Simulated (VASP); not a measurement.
# Na (Fm-3m) in VASP: notebook

The runs below take Na through single point, relaxation of cell and atoms, with PBE+D3(BJ).

All numbers are computed with VASP 6.6.1; they aren't measurements. Logs are shortened: lines on timing, memory, paths and dates and some standing lists are left out, and cuts for length are marked.

**1. The cell of the first run**

Symmetry: Fm-3m, No. 225, cubic system. The conventional cell has a = 5.375 Å, b = 5.375 Å, c = 5.375 Å, α = 90.00°, β = 90.00°, γ = 90.00°. Within 5.0 Å of Na (site symmetry m-3m) lie 12 Na at 3.80 Å.

This isn't the form of Na at room conditions, which is bcc.

**2. Single point, PBE+D3(BJ)**

INCAR reads:

```
SYSTEM = Na
PREC = Accurate ; ENCUT = 500
EDIFF = 1E-6 ; ISMEAR = 0
SIGMA = 0.1 ; LREAL = .FALSE.
LASPH = .TRUE. ; NELM = 120
ALGO = Normal ; ISIF = 2
LWAVE = .FALSE. ; LCHARG = .FALSE.
GGA = PE ; IVDW = 12
NBANDS = 10 ; GGA_COMPAT = .FALSE.
```

KPOINTS reads:

```
Automatic mesh
0
G
  6 6 6
  0 0 0
```

POSCAR reads:

```
Na
1.0
    0.0000000000      2.6873707319      2.6873707319
    2.6873707319      0.0000000000      2.6873707319
    2.6873707319      2.6873707319      0.0000000000
Na
1
Direct
    0.0000000000      0.0000000000      0.0000000000
```

Potentials or basis: VASP PAW PBE potentials, release 64 (Na_pv).

Started as:

```sh
$ cat potpaw_PBE.64/Na_pv/POTCAR > POTCAR
$ mpirun -np 1 vasp_std > vasp.out
```

OUTCAR:

```text
SYSTEM = Na
   PREC = Accurate
   ENCUT = 500
   EDIFF = 1E-6
   ISMEAR = 0
   LREAL = .FALSE.
   LASPH = .TRUE.
   NELM = 120
   ISIF = 2
   GGA = PE
   IVDW = 12
 IVDW          = 12

 ion  position               nearest neighbor table
   1  0.000  0.000  0.000-

  LATTYP: Found a face centered cubic cell.
 ALAT       =     5.3747414638

  Lattice vectors:

 A1 = (   0.0000000000,   2.6873707319,   2.6873707319)
 A2 = (   2.6873707319,   0.0000000000,   2.6873707319)
 A3 = (   2.6873707319,   2.6873707319,   0.0000000000)

Analysis of symmetry for initial positions (statically):
=====================================================================
 Subroutine PRICEL returns:
 Original cell was already a primitive cell.

 Routine SETGRP: Setting up the symmetry group for a
 face centered cubic supercell.

 Subroutine GETGRP returns: Found 48 space group operations
 (whereof 48 operations were pure point group operations)
 out of a pool of 48 trial point group operations.

The static configuration has the point symmetry O_h .

Analysis of symmetry for dynamics (positions and initial velocities):
=====================================================================
 Subroutine PRICEL returns:
 Original cell was already a primitive cell.

 Routine SETGRP: Setting up the symmetry group for a
 face centered cubic supercell.

 Subroutine GETGRP returns: Found 48 space group operations
 (whereof 48 operations were pure point group operations)
 out of a pool of 48 trial point group operations.

The dynamic configuration has the point symmetry O_h .

 Subroutine INISYM returns: Found 48 space group operations
 (whereof 48 operations are pure point group operations),
 and found     1 'primitive' translations

----------------------------------------------------------------------------------------

                                     Primitive cell

  volume of cell :      38.8162

  direct lattice vectors                    reciprocal lattice vectors
     0.000000000  2.687370732  2.687370732    -0.186055461  0.186055461  0.186055461
     2.687370732  0.000000000  2.687370732     0.186055461 -0.186055461  0.186055461
     2.687370732  2.687370732  0.000000000     0.186055461  0.186055461 -0.186055461

  length of vectors
     3.800516136  3.800516136  3.800516136     0.322257511  0.322257511  0.322257511

  position of ions in fractional coordinates (direct lattice)
     0.000000000  0.000000000  0.000000000

  ion indices of the primitive-cell ions
   primitive index   ion index
                 1           1

----------------------------------------------------------------------------------------

 KPOINTS: Automatic mesh

Automatic generation of k-mesh.
 Grid dimensions read from file:
 generate k-points for:    6    6    6

 Generating k-lattice:

  Cartesian coordinates                     Fractional coordinates (reciprocal lattice)
    -0.031009243  0.031009243  0.031009243     0.166666667  0.000000000  0.000000000
     0.031009243 -0.031009243  0.031009243     0.000000000  0.166666667  0.000000000
     0.031009243  0.031009243 -0.031009243     0.000000000  0.000000000  0.166666667

  Length of vectors
     0.053709585  0.053709585  0.053709585

  Shift w.r.t. Gamma in fractional coordinates (k-lattice)
     0.000000000  0.000000000  0.000000000

 Subroutine IBZKPT returns following result:
 ===========================================

 Found     16 irreducible k-points:

 Following reciprocal coordinates:
            Coordinates               Weight
  0.000000  0.000000  0.000000      1.000000
  0.166667  0.000000  0.000000      8.000000
  0.333333  0.000000  0.000000      8.000000
  0.500000  0.000000  0.000000      4.000000
  0.166667  0.166667  0.000000      6.000000
  0.333333  0.166667  0.000000     24.000000
[... 8 lines left out ...]
 -0.333333  0.333333  0.166667     24.000000
 -0.333333  0.500000  0.166667     12.000000
   k-points           NKPTS =     16   k-points in BZ     NKDIM =     16   number of bands    NBANDS=     10
   number of dos      NEDOS =    301   number of ions     NIONS =      1
   total plane-waves  NPLWV =  21952
   dimension x,y,z NGX =    28 NGY =   28 NGZ =   28
   dimension x,y,z NGXF=    56 NGYF=   56 NGZF=   56
   ions per type =               1
   NGX,Y,Z   is equivalent  to a cutoff of  12.25, 12.25, 12.25 a.u.
   NGXF,Y,Z  is equivalent  to a cutoff of  24.50, 24.50, 24.50 a.u.
 SYSTEM =  Na
   PREC   = accura    normal or accurate (medium, high low for compatibility)
   ISTART =      0    job   : 0-new  1-cont  2-samecut
   ICHARG =      2    charge: 1-file 2-atom 10-const
   ISPIN  =      1    spin polarized calculation?
   LNONCOLLINEAR =      F non collinear calculations
   LSORBIT =      F    spin-orbit coupling
   LASPH  =      T    aspherical Exc in radial PAW
   ENCUT  =  500.0 eV  36.75 Ry    6.06 a.u.   6.93  6.93  6.93*2*pi/ulx,y,z
   NELM   =    120;   NELMIN=  2; NELMDL= -5     # of ELM steps
   EDIFF  = 0.1E-05   stopping-criterion for ELM
   LREAL  =      F    real-space projection
   EDIFFG = 0.1E-04   stopping-criterion for IOM
   NSW    =      0    number of steps for IOM
   IBRION =     -1    ionic relax: 0-MD 1-quasi-New 2-CG
   NFREE  =      0    steps in history (QN), initial steepest desc. (CG)
   ISIF   =      2    stress and relaxation
   ISYM   =      2    0-nonsym 1-usesym 2-fastsym
   POTIM  = 0.5000    time-step for ionic-motion
   TEBEG  =    0.0;   TEEND  =   0.0 temperature during run
   PSTRESS=    0.0 pullay stress
   NELECT =       7.0000    total number of electrons
   NUPDOWN=      -1.0000    fix difference up-down
   EMIN   =  10.00;   EMAX   =-10.00  energy-range for DOS
   EFERMI =   0.00;   METHOD = LEGACY
   ISMEAR =     0;   SIGMA  =   0.10  broadening in eV -4-tet -1-fermi 0-gaus
   EFERMI_NEDOS =   21; number of points for ismear=-14 and -15
   IALGO  =     38    algorithm
   IMIX   =      4    mixing-type and parameters
     AMIX     =   0.40;   BMIX     =  1.00
     AMIX_MAG =   1.60;   BMIX_MAG =  1.00
  volume/ion in A,a.u.               =      38.82       261.94
  Fermi-wavevector in a.u.,A,eV,Ry     =   0.924918  1.747842 11.639423  0.855473
  Thomas-Fermi vector in A             =   2.050716
   LORBIT       =      0    0 simple, 1 ext, 2 COOP (PROOUT), +10 PAW based schemes
   GGA     = PE    functional components
   LHFCALC =     F    Hartree Fock is set to
   AEXX    =    0.0000 exact exchange contribution
   IVDW    =    12    specifies the selected vdW correction
   LEPSILON=     F    determine dielectric tensor
   LRPA    =     F    only Hartree local field effects (RPA)
 non-spin polarized calculation
 Gauss-broadening in eV      SIGMA  =   0.10
  energy-cutoff  :      500.00
  volume of cell :       38.82
 maximum number of plane-waves:      1002
   NGX = 13   NGY = 13   NGZ = 13

 number of electron       6.9999996 magnetization

 Free energy of the ion-electron system (eV)
  ---------------------------------------------------
  ext. energy  EPLUGINS =         0.00000000
  ---------------------------------------------------
  free energy    TOTEN  =        -1.29977862 eV

  energy without entropy =       -1.29518781  energy(sigma->0) =       -1.29748321

 E-fermi :  -0.0159     XC(G=0):  -6.3835

 val. band max:       -0.0738610602   @ k =   0.5000   0.3333   0.1667
 cond. band min:       0.4835312993   @ k =   0.5000   0.1667   0.0000
 fundamental gap:      0.5573923594
 Fermi energy:        -0.0158615351

 k-point     1 :       0.0000    0.0000    0.0000
  band No.  band energies     occupation
      1     -24.7341      2.00000
      2     -24.7341      2.00000
      3     -24.7341      2.00000
      4      -2.9840      2.00000
      5      11.0178      0.00000
      6      11.0178      0.00000
      7      11.0178      0.00000
      8      12.0828      0.00000
      9      12.4570      0.00000
     10      12.4570      0.00000

 k-point     2 :       0.1667    0.0000    0.0000
  band No.  band energies     occupation
      1     -24.7416      2.00000
      2     -24.7352      2.00000
      3     -24.7352      2.00000
      4      -2.5374      2.00000
      5       7.4454      0.00000
      6      10.4152      0.00000
      7      10.4152      0.00000
      8      11.6583      0.00000
      9      13.4911      0.00000
     10      13.4917      0.00000

 k-point     3 :       0.3333    0.0000    0.0000
  band No.  band energies     occupation
      1     -24.7563      2.00000
      2     -24.7373      2.00000
      3     -24.7373      2.00000
      4      -1.2193      2.00000
      5       3.8482      0.00000
      6      10.0372      0.00000
      7      10.0372      0.00000
      8      11.1614      0.00000
      9      11.7970      0.00000
     10      11.7970      0.00000

 k-point     4 :       0.5000    0.0000    0.0000
  band No.  band energies     occupation
      1     -24.7637      2.00000
      2     -24.7383      2.00000
      3     -24.7383      2.00000
      4       0.7508      0.00000
      5       1.1135      0.00000
      6      10.0842      0.00000
      7      10.0842      0.00000
      8      11.0119      0.00000
      9      11.0120      0.00000
     10      11.1301      0.00000
[... 118 lines left out ...]
 k-point    14 :       0.5000    0.3333    0.1667
  band No.  band energies     occupation
      1     -24.7561      2.00000
      2     -24.7462      2.00000
      3     -24.7408      2.00000
      4      -0.0739      1.58792
      5       4.5572      0.00000
      6       5.2991      0.00000
      7       6.8934      0.00000
      8      11.0635      0.00000
      9      12.3967      0.00000
     10      13.2611      0.00000

 k-point    15 :      -0.3333    0.3333    0.1667
  band No.  band energies     occupation
      1     -24.7571      2.00000
      2     -24.7497      2.00000
      3     -24.7425      2.00000
      4       1.8203      0.00000
      5       2.2355      0.00000
      6       5.0668      0.00000
      7       5.9897      0.00000
      8      11.9832      0.00000
      9      12.0314      0.00000
     10      15.0362      0.00000

 k-point    16 :      -0.3333    0.5000    0.1667
  band No.  band energies     occupation
      1     -24.7578      2.00000
      2     -24.7493      2.00000
      3     -24.7452      2.00000
      4       2.4449      0.00000
      5       2.9397      0.00000
      6       4.0239      0.00000
      7       5.1740      0.00000
      8      10.5401      0.00000
      9      11.8969      0.00000
     10      15.4036      0.00000

------------------------ aborting loop because EDIFF is reached ----------------------------------------

 Edisp (eV)   -0.14703

 E8    (eV) :    -0.0719

  FORCE on cell =-STRESS in cart. coord.  units (eV):
  Direction    XX          YY          ZZ          XY          YZ          ZX
  --------------------------------------------------------------------------------------
  -------------------------------------------------------------------------------------
  Total      -0.22543    -0.22543    -0.22543     0.00000     0.00000     0.00000
  in kB      -9.30480    -9.30480    -9.30480     0.00000     0.00000     0.00000
  external pressure =       -9.30 kB  Pullay stress =        0.00 kB

 VOLUME and BASIS-vectors are now :
 -----------------------------------------------------------------------------
  energy-cutoff  :      500.00
  volume of cell :       38.82
      direct lattice vectors                 reciprocal lattice vectors
     0.000000000  2.687370732  2.687370732    -0.186055461  0.186055461  0.186055461
     2.687370732  0.000000000  2.687370732     0.186055461 -0.186055461  0.186055461
     2.687370732  2.687370732  0.000000000     0.186055461  0.186055461 -0.186055461

 POSITION                                       TOTAL-FORCE (eV/Angst)
 -----------------------------------------------------------------------------------
      0.00000      0.00000      0.00000        -0.000000      0.000000     -0.000000
 -----------------------------------------------------------------------------------
    total drift:                               -0.000000     -0.000000     -0.000000

  FREE ENERGIE OF THE ION-ELECTRON SYSTEM (eV)
  ---------------------------------------------------
  free  energy   TOTEN  =        -1.4468094303 eV

  energy  without entropy=       -1.4422186171  energy(sigma->0) =       -1.44451402
```

It took 9.4 s on 1 thread of Intel Xeon 8259CL, shared host; peak memory 0.12 GiB.

Results:

```yaml
Free_energy: -1.4468 eV
Pressure: -0.9 GPa
Band_gap_on_the_k_mesh: zero (an odd number of electrons rules out a gap without spin polarisation)
Dispersion_energy_per_atom: -0.147 eV
```

Levels at points of the mesh, in eV from the Fermi level:
```csv
k point,band 2,band 3,band 4,band 5,band 6,band 7
"(0.00, 0.00, 0.00)",-24.72,-24.72,-2.97,11.03,11.03,11.03
"(0.50, 0.00, 0.00)",-24.72,-24.72,0.77,1.13,10.10,10.10
"(0.50, 0.50, 0.00)",-24.73,-24.73,1.94,2.47,6.35,7.13
```

**3. Single point, PBE+D3(BJ)**

This run uses another cell than the first one, of 34.09 Å³/atom.

INCAR reads:

```
  PREC = Accurate
  ENCUT = 500
  EDIFF = 1E-6
  ISMEAR = 0
  SIGMA = 0.1
  LREAL = F
  LASPH = T
  NELM = 120
  ALGO = Normal
  ISIF = 2
  LWAVE = F
  LCHARG = F
  GGA = PE
  IVDW = 12
  NBANDS = 10
  GGA_COMPAT = F
```

KPOINTS reads:

```
regular mesh
0
Gamma
  14 14 14
```

POSCAR reads:

```
Na
1.0
    0.0000000000      2.5736067992      2.5736067992
    2.5736067992      0.0000000000      2.5736067992
    2.5736067992      2.5736067992      0.0000000000
Na
1
Direct
    0.0000000000      0.0000000000      0.0000000000
```

Potentials or basis: VASP PAW PBE potentials, release 64 (Na_pv).

Started as:

```sh
$ cat potpaw_PBE.64/Na_pv/POTCAR > POTCAR
$ mpirun -np 1 vasp_std > vasp.out
```

Run time: 43 s. Hardware: 1 thread of Intel Xeon 8259CL, shared host; peak memory 0.14 GiB.

The run converged. Its results:

```
Free energy                : -1.4745 eV
Pressure                   : -0.1 GPa
Band gap on the k mesh     : zero (an odd number of electrons rules out a gap without spin polarisation)
Dispersion energy per atom : -0.167 eV
```

Levels at points of the mesh, in eV from the Fermi level:
```csv
k point,band 2,band 3,band 4,band 5,band 6,band 7
"(0.00, 0.00, 0.00)",-24.83,-24.83,-3.45,11.62,11.62,11.62
"(0.50, 0.00, 0.00)",-24.83,-24.83,0.57,1.06,10.60,10.60
"(0.50, 0.50, 0.00)",-24.85,-24.85,1.87,2.43,6.52,7.58
```

(Part 1 of 2 ends here.)

The gap in the log of VASP goes by the Fermi energy; the results here count the filled bands.